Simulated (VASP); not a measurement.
# S (I4/mmm) in VASP: a series of runs

Runs on S. Level: PBEsol. Tasks: single point.

Everything below comes from runs of VASP 6.6.1. Logs are shortened: lines on timing, memory, paths and dates and some standing lists are left out, and cuts for length are marked.

**1. The cell of the first run**

Symmetry: I4/mmm, No. 139, tetragonal system. The conventional cell has a = 2.679 Å, b = 2.679 Å, c = 4.188 Å, α = 90.00°, β = 90.00°, γ = 90.00°. S (site symmetry 4/mmm) has 12 S at 2.68 to 2.82 Å within 3.5 Å.

**2. Single point, PBEsol (strain -0.050 along x and y, +0.050 along z)**

The input, INCAR:

```
ALGO     = Normal         # electronic algorithm
EDIFF    = 1E-7           # SCF threshold, eV
ENCUT    = 520            # plane-wave cutoff, eV
GGA      = PS             # functional
ISIF     = 2              # what is computed and relaxed
ISMEAR   = 0              # smearing method
LASPH    = True           # aspherical terms in the spheres
LCHARG   = True           # write CHGCAR
LELF     = True           # ELF
LREAL    = False          # projectors in reciprocal space
LVHAR    = True         
LWAVE    = False          # write WAVECAR
NBANDS   = 9              # bands
NELM     = 80             # most SCF steps
PREC     = Accurate       # precision mode
SIGMA    = 0.15           # smearing width, eV
```

The input, KPOINTS:

```
k-points
0
Gamma
  20 20 20
```

The input, POSCAR:

```
S
1.0
    0.0000000000      1.8946328268      2.0940678612
    1.8946328268      0.0000000000      2.0940678612
    1.8946328268      1.8946328268      0.0000000000
S
1
Direct
    0.0000000000      0.0000000000      0.0000000000
```

Potentials or basis: VASP PAW PBE potentials, release 64 (S).

The run is started by

```console
> cat potpaw_PBE.64/S/POTCAR > POTCAR
> mpirun -np 1 vasp_std > vasp.out
```

OUTCAR:

```text
EDIFF = 1E-7
   ENCUT = 520
   GGA = PS
   ISIF = 2
   ISMEAR = 0
   LASPH = True
   LREAL = False
   NELM = 80
   PREC = Accurate

 ion  position               nearest neighbor table
   1  0.000  0.000  0.000-

  LATTYP: Found a body centered tetragonal cell.
 ALAT       =     2.6794154394
 C/A-ratio  =     1.5630781479

  Lattice vectors:

 A1 = (  -1.8946328268,   0.0000000000,   2.0940678612)
 A2 = (   1.8946328268,   0.0000000000,   2.0940678612)
 A3 = (   0.0000000000,   1.8946328268,  -2.0940678612)

Analysis of symmetry for initial positions (statically):
=====================================================================
 Subroutine PRICEL returns:
 Original cell was already a primitive cell.

 Routine SETGRP: Setting up the symmetry group for a
 body centered tetragonal supercell.

 Subroutine GETGRP returns: Found 16 space group operations
 (whereof 16 operations were pure point group operations)
 out of a pool of 16 trial point group operations.

The static configuration has the point symmetry D_4h.

Analysis of symmetry for dynamics (positions and initial velocities):
=====================================================================
 Subroutine PRICEL returns:
 Original cell was already a primitive cell.

 Routine SETGRP: Setting up the symmetry group for a
 body centered tetragonal supercell.

 Subroutine GETGRP returns: Found 16 space group operations
 (whereof 16 operations were pure point group operations)
 out of a pool of 16 trial point group operations.

The dynamic configuration has the point symmetry D_4h.

 Subroutine INISYM returns: Found 16 space group operations
 (whereof 16 operations are pure point group operations),
 and found     1 'primitive' translations

----------------------------------------------------------------------------------------

                                     Primitive cell

  volume of cell :      15.0339

  direct lattice vectors                    reciprocal lattice vectors
     0.000000000  1.894632827  2.094067861    -0.263903376  0.263903376  0.238769721
     1.894632827  0.000000000  2.094067861     0.263903376 -0.263903376  0.238769721
     1.894632827  1.894632827  0.000000000     0.263903376  0.263903376 -0.238769721

  length of vectors
     2.823960651  2.823960651  2.679415439     0.443058646  0.443058646  0.443058646

  position of ions in fractional coordinates (direct lattice)
     0.000000000  0.000000000  0.000000000

  ion indices of the primitive-cell ions
   primitive index   ion index
                 1           1

----------------------------------------------------------------------------------------

 KPOINTS: k-points

Automatic generation of k-mesh.
 Grid dimensions read from file:
 generate k-points for:   20   20   20

 Generating k-lattice:

  Cartesian coordinates                     Fractional coordinates (reciprocal lattice)
    -0.013195169  0.013195169  0.011938486     0.050000000  0.000000000  0.000000000
     0.013195169 -0.013195169  0.011938486     0.000000000  0.050000000  0.000000000
     0.013195169  0.013195169 -0.011938486     0.000000000  0.000000000  0.050000000

  Length of vectors
     0.022152932  0.022152932  0.022152932

  Shift w.r.t. Gamma in fractional coordinates (k-lattice)
     0.000000000  0.000000000  0.000000000

 Subroutine IBZKPT returns following result:
 ===========================================

 Found    641 irreducible k-points:

 Following reciprocal coordinates:
            Coordinates               Weight
  0.000000  0.000000  0.000000      1.000000
  0.050000 -0.000000  0.000000      8.000000
  0.100000  0.000000  0.000000      8.000000
  0.150000 -0.000000  0.000000      8.000000
  0.200000  0.000000  0.000000      8.000000
  0.250000 -0.000000  0.000000      8.000000
[... 16 lines left out ...]
 -0.400000  0.050000  0.000000      8.000000
 -0.350000  0.050000  0.000000      8.000000
 [... further k-points ...]
   k-points           NKPTS =    641   k-points in BZ     NKDIM =    641   number of bands    NBANDS=      9
   number of dos      NEDOS =    301   number of ions     NIONS =      1
   total plane-waves  NPLWV =  11520
   dimension x,y,z NGX =    24 NGY =   24 NGZ =   20
   dimension x,y,z NGXF=    48 NGYF=   48 NGZF=   40
   ions per type =               1
   NGX,Y,Z   is equivalent  to a cutoff of  14.13, 14.13, 12.41 a.u.
   NGXF,Y,Z  is equivalent  to a cutoff of  28.26, 28.26, 24.82 a.u.
 SYSTEM =  unknown system
   PREC   = accura    normal or accurate (medium, high low for compatibility)
   ISTART =      0    job   : 0-new  1-cont  2-samecut
   ICHARG =      2    charge: 1-file 2-atom 10-const
   ISPIN  =      1    spin polarized calculation?
   LNONCOLLINEAR =      F non collinear calculations
   LSORBIT =      F    spin-orbit coupling
   LASPH  =      T    aspherical Exc in radial PAW
   ENCUT  =  520.0 eV  38.22 Ry    6.18 a.u.   5.25  5.25  4.98*2*pi/ulx,y,z
   NELM   =     80;   NELMIN=  2; NELMDL= -5     # of ELM steps
   EDIFF  = 0.1E-06   stopping-criterion for ELM
   LREAL  =      F    real-space projection
   EDIFFG = 0.1E-05   stopping-criterion for IOM
   NSW    =      0    number of steps for IOM
   IBRION =     -1    ionic relax: 0-MD 1-quasi-New 2-CG
   NFREE  =      0    steps in history (QN), initial steepest desc. (CG)
   ISIF   =      2    stress and relaxation
   ISYM   =      2    0-nonsym 1-usesym 2-fastsym
   POTIM  = 0.5000    time-step for ionic-motion
   TEBEG  =    0.0;   TEEND  =   0.0 temperature during run
   PSTRESS=    0.0 pullay stress
   NELECT =       6.0000    total number of electrons
   NUPDOWN=      -1.0000    fix difference up-down
   EMIN   =  10.00;   EMAX   =-10.00  energy-range for DOS
   EFERMI =   0.00;   METHOD = LEGACY
   ISMEAR =     0;   SIGMA  =   0.15  broadening in eV -4-tet -1-fermi 0-gaus
   EFERMI_NEDOS =   21; number of points for ismear=-14 and -15
   IALGO  =     38    algorithm
   IMIX   =      4    mixing-type and parameters
     AMIX     =   0.40;   BMIX     =  1.00
     AMIX_MAG =   1.60;   BMIX_MAG =  1.00
  volume/ion in A,a.u.               =      15.03       101.45
  Fermi-wavevector in a.u.,A,eV,Ry     =   1.205318  2.277721 19.766427  1.452791
  Thomas-Fermi vector in A             =   2.341018
   LORBIT       =      0    0 simple, 1 ext, 2 COOP (PROOUT), +10 PAW based schemes
   GGA     = PS    functional components
   LHFCALC =     F    Hartree Fock is set to
   AEXX    =    0.0000 exact exchange contribution
   IVDW    =     0    specifies the selected vdW correction
   LEPSILON=     F    determine dielectric tensor
   LRPA    =     F    only Hartree local field effects (RPA)
 non-spin polarized calculation
 Gauss-broadening in eV      SIGMA  =   0.15
  energy-cutoff  :      520.00
  volume of cell :       15.03
 maximum number of plane-waves:       414
 NGX is ok and might be reduce to    24
   NGX = 11   NGY = 11   NGZ =  9

 number of electron       6.0000000 magnetization

 Free energy of the ion-electron system (eV)
  ---------------------------------------------------
  ext. energy  EPLUGINS =         0.00000000
  ---------------------------------------------------
  free energy    TOTEN  =        -3.36884193 eV

  energy without entropy =       -3.36059548  energy(sigma->0) =       -3.36471871

 E-fermi :   8.2113     XC(G=0): -11.5499

 val. band max:        8.1992573748   @ k =   0.5000   0.3000   0.1000
 cond. band min:       8.2155853165   @ k =  -0.4500   0.4000   0.0500
 fundamental gap:      0.0163279416
 Fermi energy:         8.2113067998

 k-point     1 :       0.0000    0.0000    0.0000
  band No.  band energies     occupation
      1      -9.1031      2.00000
      2      11.4991      0.00000
      3      11.7469      0.00000
      4      11.7469      0.00000
      5      19.4545      0.00000
      6      20.9088      0.00000
      7      20.9088      0.00000
      8      23.1339      0.00000
      9      23.9259      0.00000

 k-point     2 :       0.0500   -0.0000    0.0000
  band No.  band energies     occupation
      1      -9.0401      2.00000
      2      11.2646      0.00000
      3      11.5293      0.00000
      4      11.7202      0.00000
      5      19.5772      0.00000
      6      20.7592      0.00000
      7      21.0156      0.00000
      8      23.2954      0.00000
      9      23.8380      0.00000

 k-point     3 :       0.1000    0.0000    0.0000
  band No.  band energies     occupation
      1      -8.8519      2.00000
      2      10.3083      0.00000
      3      11.2811      0.00000
      4      11.6463      0.00000
      5      19.7440      0.00000
      6      20.4612      0.00000
      7      21.3135      0.00000
      8      23.4554      0.00000
      9      24.0626      0.00000

 k-point     4 :       0.1500   -0.0000    0.0000
  band No.  band energies     occupation
      1      -8.5405      2.00000
      2       8.9484      0.00000
      3      10.9795      0.00000
      4      11.5413      0.00000
      5      19.4395      0.00000
      6      20.4261      0.00000
      7      21.7225      0.00000
      8      23.5543      0.00000
      9      24.8837      0.00000
[... 205 lines left out ...]
 k-point    22 :      -0.4500    0.0500    0.0000
  band No.  band energies     occupation
      1      -4.6517      2.00000
      2       0.4106      2.00000
      3       9.0531      0.00000
      4      11.0366      0.00000
      5      17.3124      0.00000
      6      19.3450      0.00000
      7      20.7061      0.00000
      8      25.8907      0.00000
      9      29.3033      0.00000

 k-point    23 :      -0.4000    0.0500    0.0000
  band No.  band energies     occupation
      1      -5.1535      2.00000
      2       1.1460      2.00000
      3       9.0955      0.00000
      4      11.1475      0.00000
      5      17.4187      0.00000
      6      19.5850      0.00000
      7      20.7908      0.00000
      8      25.9491      0.00000
      9      28.2875      0.00000

 k-point    24 :      -0.3500    0.0500    0.0000
  band No.  band energies     occupation
      1      -5.8563      2.00000
      2       2.2950      2.00000
      3       9.2213      0.00000
      4      11.2695      0.00000
      5      17.6233      0.00000
      6      19.8803      0.00000
      7      21.0360      0.00000
      8      26.1052      0.00000
      9      27.0945      0.00000

 [... further k-points ...]

------------------------ aborting loop because EDIFF is reached ----------------------------------------

  FORCE on cell =-STRESS in cart. coord.  units (eV):
  Direction    XX          YY          ZZ          XY          YZ          ZX
  --------------------------------------------------------------------------------------
  -------------------------------------------------------------------------------------
  Total       -0.3532979     -0.3532979      0.5429543      0.0000000     -0.0000000      0.0000000
  in kB      -37.6513739    -37.6513739     57.8632696      0.0000000     -0.0000000      0.0000000
  external PRESSURE =      -5.8131594 kB  Pullay stress =       0.0000000 kB

 VOLUME and BASIS-vectors are now :
 -----------------------------------------------------------------------------
  energy-cutoff  :      520.00
  volume of cell :       15.03
      direct lattice vectors                 reciprocal lattice vectors
     0.000000000  1.894632827  2.094067861    -0.263903376  0.263903376  0.238769721
     1.894632827  0.000000000  2.094067861     0.263903376 -0.263903376  0.238769721
     1.894632827  1.894632827  0.000000000     0.263903376  0.263903376 -0.238769721

 POSITION                                       TOTAL-FORCE (eV/Angst)
 -----------------------------------------------------------------------------------
      0.00000      0.00000      0.00000        -0.000000      0.000000      0.000000
 -----------------------------------------------------------------------------------
    total drift:                                0.000000      0.000000     -0.000000

  FREE ENERGIE OF THE ION-ELECTRON SYSTEM (eV)
  ---------------------------------------------------
  free  energy   TOTEN  =        -3.3688419329 eV

  energy  without entropy=       -3.3605954777  energy(sigma->0) =       -3.36471871
```

Run time: 21 s. Hardware: 1 thread of Intel Xeon 6975P-C (Granite Rapids), shared host; peak memory 0.18 GiB.

What came out:

```
Free energy            : -3.3688 eV
Pressure               : -0.6 GPa
Band gap on the k mesh : zero (bands 3 and 4 overlap by 6.65 eV)
```

Stress tensor (GPa, compression positive):
```
-3.77  0.00  0.00
 0.00 -3.77  0.00
 0.00  0.00  5.79
```

Levels at points of the mesh, in eV from the Fermi level:
```csv
k point,band 1,band 2,band 3,band 4,band 5,band 6,band 7
"(0.00, 0.00, 0.00)",-17.31,3.29,3.54,3.54,11.24,12.70,12.70
"(0.50, 0.00, 0.00)",-12.81,-7.98,1.24,2.84,8.70,11.22,12.36
"(0.50, 0.50, 0.00)",-12.00,-7.40,0.03,0.03,6.14,6.26,22.84
"(0.50, 0.00, 0.50)",-10.50,-6.62,-1.84,-0.78,4.62,5.38,21.91
```

Caveat: the cell differs from its parent crystal (strain -0.050 along x and y, +0.050 along z); the stress differs along the axes, from -4 to 6 GPa; the PAW data sets were made with another functional, which shifts forces and pressure a little.

**3. Single point, PBEsol (strain +0.000 along x and y, -0.050 along z)**

The input, INCAR:

```
ALGO = Normal
EDIFF = 1E-6
ENCUT = 520
GGA = PS
ISIF = 2
ISMEAR = 0
LASPH = True
LCHARG = False
LREAL = False
LWAVE = False
NBANDS = 9
NELM = 100
PREC = Accurate
SIGMA = 0.15
```

KPOINTS is that of step 2.

The input, POSCAR:

```
S
1.0
    0.0000000000      1.9943503440      1.8946328268
    1.9943503440      0.0000000000      1.8946328268
    1.9943503440      1.9943503440      0.0000000000
S
1
Direct
    0.0000000000      0.0000000000      0.0000000000
```

Potentials or basis: VASP PAW PBE potentials, release 64 (S).

The run is started by

```console
> cat potpaw_PBE.64/S/POTCAR > POTCAR
> mpirun -np 1 vasp_std > vasp.out
```

Run time: 19 s. Hardware: 1 thread of Intel Xeon 6975P-C (Granite Rapids), shared host; peak memory 0.17 GiB.

The run converged. Its results:

```yaml
Free_energy: -3.3475 eV
Pressure: -0.9 GPa
Band_gap_on_the_k_mesh: zero (bands 3 and 4 overlap by 6.55 eV)
```

Stress tensor (GPa, compression positive):
```
 0.55  0.00  0.00
 0.00  0.55  0.00
 0.00  0.00 -3.72
```

Levels at points of the mesh, in eV from the Fermi level:
```
           k point  band 1  band 2  band 3  band 4  band 5  band 6
(0.00, 0.00, 0.00)  -17.26    3.47    3.47    3.48   11.92   11.92
(0.50, 0.00, 0.00)  -12.79   -7.93    1.71    2.41    9.39   10.75
(0.50, 0.50, 0.00)  -10.50   -6.54   -1.35   -1.35    4.63    5.28
(0.50, 0.00, 0.50)  -11.21   -7.01   -0.89   -0.39    5.41    5.77
```

Caveat: the cell differs from its parent crystal (strain +0.000 along x and y, -0.050 along z); the PAW data sets were made with another functional, which shifts forces and pressure a little.
